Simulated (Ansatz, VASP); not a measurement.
**Two plane-wave programs on La2AlCo2C**

```
La Al Co C
1.0
    -2.09754    3.01936    4.50526
     2.09754   -3.01936    4.50526
     2.09754    3.01936   -4.50526
La Al Co C
2 1 2 1
Cartesian
  2.0975 0.0000 1.7207
  0.0000 3.0194 2.7846
  0.0000 0.0000 4.5053
  0.0000 1.7566 0.0000
  0.0000 4.2821 0.0000
  0.0000 0.0000 0.0000
```

Alike in both runs: functional r2SCAN; k mesh 6 × 6 × 6; occupations gaussian, width 0.1 eV; no spin polarisation.

Ansatz relaxed the structure, and its values are those at the end. VASP's run is a single point on that final structure, the one shown.

|  | VASP | Ansatz |
| --- | --- | --- |
| version | VASP 6.6.1 | Ansatz 0.2.0 |
| potentials or method | VASP PAW PBE potentials, release 64 (La, Al, Co, C), cutoff 520 eV | scalar-relativistic, plane waves, PAW |
| valence electrons in the cell | 47 | 63 |

Ansatz gave:

```
gap on the k mesh at the Fermi level (eV) : none
pressure (GPa)                            : 0.0
rms of the force components (eV/Å)        : 0.004
```

**Question.** Estimate VASP's values.

**Answer.** gap on the k mesh at the Fermi level (eV): none; pressure (GPa): -0.1; rms of the force components (eV/Å): 0.044.

VASP's potentials were made for PBE, not for r2SCAN. A gap of «none» marks a metal or a gap that the smearing closes. VASP's potentials hold 47 valence electrons a cell and Ansatz's 63, so a difference there can come from the potentials and not from the codes.

Spin-orbit coupling is off throughout.
